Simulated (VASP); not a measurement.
# PtS2 (P3m1) in VASP: further runs, part 2 of 2

VASP 6.6.1.

### 3 Single point, PBEsol (atom 2 (S) moved by (+0.000, +0.300) A along [1 1 0] and z)

Input file INCAR:

```
  PREC = Accurate
  ENCUT = 520
  EDIFF = 1E-6
  ISMEAR = 0
  SIGMA = 0.05
  LREAL = F
  LASPH = T
  NELM = 60
  ALGO = Normal
  ISIF = 2
  LWAVE = F
  LCHARG = F
  GGA = PS
  NBANDS = 18
```

Input file KPOINTS:

```
Automatic mesh
0
Gamma
  12 12 8
```

Input file POSCAR:

```
PtS2
1.0
    3.5431994758      0.0000000000      0.0000000000
   -1.7715997379      3.0685007567      0.0000000000
    0.0000000000      0.0000000000      5.0388000000
Pt S
1 2
Direct
    0.0000000000      0.0000000000      0.0000000000
    0.3333333333      0.6666666667      0.3095379852
    0.6666666667      0.3333333333      0.7500000000
```

Potentials or basis: VASP PAW PBE potentials, release 64 (Pt, S).

The run is started by

```bash
$ cat potpaw_PBE.64/Pt/POTCAR potpaw_PBE.64/S/POTCAR > POTCAR
$ mpirun -np 1 vasp_std > vasp.out
```

OUTCAR:

```text
PREC = Accurate
   ENCUT = 520
   EDIFF = 1E-6
   ISMEAR = 0
   LREAL = F
   LASPH = T
   NELM = 60
   ISIF = 2
   GGA = PS

 ion  position               nearest neighbor table
   1  0.000  0.000  0.000-   3 2.40   3 2.40   3 2.40   2 2.57   2 2.57   2 2.57
   2  0.333  0.667  0.310-   1 2.57   1 2.57   1 2.57
   3  0.667  0.333  0.750-   1 2.40   1 2.40   1 2.40

  LATTYP: Found a hexagonal cell.
 ALAT       =     3.5431994758
 C/A-ratio  =     1.4221045229

  Lattice vectors:

 A1 = (   3.5431994758,   0.0000000000,   0.0000000000)
 A2 = (  -1.7715997379,   3.0685007567,   0.0000000000)
 A3 = (   0.0000000000,   0.0000000000,   5.0388000000)

Analysis of symmetry for initial positions (statically):
=====================================================================
 Subroutine PRICEL returns:
 Original cell was already a primitive cell.

 Routine SETGRP: Setting up the symmetry group for a
 hexagonal supercell.

 Subroutine GETGRP returns: Found  6 space group operations
 (whereof  6 operations were pure point group operations)
 out of a pool of 24 trial point group operations.

The static configuration has the point symmetry C_3v.

Analysis of symmetry for dynamics (positions and initial velocities):
=====================================================================
 Subroutine PRICEL returns:
 Original cell was already a primitive cell.

 Routine SETGRP: Setting up the symmetry group for a
 hexagonal supercell.

 Subroutine GETGRP returns: Found  6 space group operations
 (whereof  6 operations were pure point group operations)
 out of a pool of 24 trial point group operations.

The dynamic configuration has the point symmetry C_3v.

 Subroutine INISYM returns: Found  6 space group operations
 (whereof  6 operations are pure point group operations),
 and found     1 'primitive' translations

[... 116 lines left out ...]
     AMIX_MAG =   1.60;   BMIX_MAG =  1.00
  volume/ion in A,a.u.               =      18.26       123.23
  Fermi-wavevector in a.u.,A,eV,Ry     =   1.207812  2.282434 19.848319  1.458810
  Thomas-Fermi vector in A             =   2.343439
   LORBIT       =      0    0 simple, 1 ext, 2 COOP (PROOUT), +10 PAW based schemes
   GGA     = PS    functional components
   LHFCALC =     F    Hartree Fock is set to
   AEXX    =    0.0000 exact exchange contribution
   IVDW    =     0    specifies the selected vdW correction
   LEPSILON=     F    determine dielectric tensor
   LRPA    =     F    only Hartree local field effects (RPA)
 non-spin polarized calculation
 Gauss-broadening in eV      SIGMA  =   0.05
  energy-cutoff  :      520.00
  volume of cell :       54.78
 maximum number of plane-waves:      1507
 NGX is ok and might be reduce to    28
   NGX = 13   NGY = 13   NGZ = 19

 number of electron      22.0000000 magnetization

 Free energy of the ion-electron system (eV)
  ---------------------------------------------------
  ext. energy  EPLUGINS =         0.00000000
  ---------------------------------------------------
  free energy    TOTEN  =       -16.42339961 eV

  energy without entropy =      -16.42307622  energy(sigma->0) =      -16.42323792

 E-fermi :   6.8313     XC(G=0): -11.0108

 val. band max:        6.8147528052   @ k =   0.0000   0.1667   0.2500
 cond. band min:       6.8791585505   @ k =  -0.1667   0.5000   0.1250
 fundamental gap:      0.0644057453
 Fermi energy:         6.8312509012

 k-point     1 :       0.0000    0.0000    0.0000
  band No.  band energies     occupation
      1      -8.3078      2.00000
      2      -5.4752      2.00000
      3      -0.3479      2.00000
      4       0.9500      2.00000
      5       0.9500      2.00000
      6       3.2666      2.00000
[... 481 lines left out ...]
      5       1.2058      2.00000
      6       2.6204      2.00000
[... 10 lines left out ...]
     17      15.9485      0.00000
     18      16.1653      0.00000

 [... further k-points ...]

------------------------ aborting loop because EDIFF is reached ----------------------------------------

  FORCE on cell =-STRESS in cart. coord.  units (eV):
  Direction    XX          YY          ZZ          XY          YZ          ZX
  --------------------------------------------------------------------------------------
  -------------------------------------------------------------------------------------
  Total       -2.8431103     -2.8431103     -5.5258309      0.0000000      0.0000000      0.0000000
  in kB      -83.1486751    -83.1486751   -161.6066452      0.0000000      0.0000000      0.0000000
  external PRESSURE =    -109.3013318 kB  Pullay stress =       0.0000000 kB

 VOLUME and BASIS-vectors are now :
 -----------------------------------------------------------------------------
  energy-cutoff  :      520.00
  volume of cell :       54.78
      direct lattice vectors                 reciprocal lattice vectors
     3.543199476  0.000000000  0.000000000     0.282230794  0.162946025  0.000000000
    -1.771599738  3.068500757  0.000000000     0.000000000  0.325892049  0.000000000
     0.000000000  0.000000000  5.038800000     0.000000000  0.000000000  0.198459951

 POSITION                                       TOTAL-FORCE (eV/Angst)
 -----------------------------------------------------------------------------------
      0.00000      0.00000      0.00000         0.000000      0.000000      1.750253
     -0.00000      2.04567      1.55970        -0.000000      0.000000     -2.697462
      1.77160      1.02283      3.77910         0.000000     -0.000000      0.947208
 -----------------------------------------------------------------------------------
    total drift:                                0.000000      0.000000      0.000092

  FREE ENERGIE OF THE ION-ELECTRON SYSTEM (eV)
  ---------------------------------------------------
  free  energy   TOTEN  =       -16.4233996145 eV

  energy  without entropy=      -16.4230762200  energy(sigma->0) =      -16.42323792
```

OSZICAR:

```text
N       E                     dE             d eps       ncg     rms          rms(c)
DAV:   1     0.106187094606E+03    0.10619E+03   -0.10349E+04  4788   0.109E+03
DAV:   2    -0.123521190645E+02   -0.11854E+03   -0.11471E+03  5820   0.216E+02
DAV:   3    -0.176357355159E+02   -0.52836E+01   -0.52364E+01  5846   0.458E+01
DAV:   4    -0.176904367719E+02   -0.54701E-01   -0.54669E-01  6128   0.523E+00
DAV:   5    -0.176911666688E+02   -0.72990E-03   -0.72984E-03  6012   0.597E-01    0.157E+01
DAV:   6    -0.168966883608E+02    0.79448E+00   -0.69203E+00  4920   0.246E+01    0.120E+01
DAV:   7    -0.164523854516E+02    0.44430E+00   -0.20243E+00  4828   0.123E+01    0.525E+00
DAV:   8    -0.164302655598E+02    0.22120E-01   -0.18824E-01  5606   0.237E+00    0.155E+00
DAV:   9    -0.164236003138E+02    0.66652E-02   -0.26913E-02  5600   0.111E+00    0.449E-01
DAV:  10    -0.164234247656E+02    0.17555E-03   -0.29603E-03  5340   0.365E-01    0.191E-01
DAV:  11    -0.164234002879E+02    0.24478E-04   -0.34850E-04  5740   0.121E-01    0.855E-02
DAV:  12    -0.164233978191E+02    0.24688E-05   -0.76397E-05  6270   0.529E-02    0.164E-02
DAV:  13    -0.164233993956E+02   -0.15765E-05   -0.13528E-05  5390   0.224E-02    0.935E-03
DAV:  14    -0.164233996145E+02   -0.21894E-06   -0.78309E-07  3282   0.619E-03
   1 F= -.16423400E+02 E0= -.16423238E+02  d E =-.323395E-03
```

stdout:

```text
POSCAR found type information on POSCAR PtS
 POSCAR found :  2 types and       3 ions
 scaLAPACK will be used
 -----------------------------------------------------------------------------
|                                                                             |
|                                                                             |
|     You enforced a specific xc type in the INCAR file but a different       |
|     I HOPE YOU KNOW WHAT YOU ARE DOING!                                     |
|                                                                             |
 -----------------------------------------------------------------------------

 LDA part: xc-table for (Slater+PW92), standard interpolation
 POSCAR, INCAR and KPOINTS ok, starting setup
 FFT: planning ... GRIDC
 FFT: planning ... GRID_SOFT
 FFT: planning ... GRID
 WAVECAR not read
 entering main loop
```

It took 51 s on 1 thread of Intel Xeon 6975P-C (Granite Rapids), shared host; peak memory 0.26 GiB.

What came out:

- Free energy: -16.4234 eV
- Pressure: -10.9 GPa
- Largest force: 2.697 eV/Å
- Band gap on the k mesh: zero (bands 11 and 12 overlap by 0.34 eV)

Forces in eV/Å, atoms in the order of the input:
```
Pt   0.000  0.000  1.750
S    0.000  0.000 -2.697
S    0.000  0.000  0.947
```

Caveat: the cell differs from its parent crystal (atom 2 (S) moved by (+0.000, +0.300) A along [1 1 0] and z); the cell stands under tension; the PAW data sets were made with another functional, which shifts forces and pressure a little; spin-orbit coupling is left out, which moves the levels of the heavy elements.
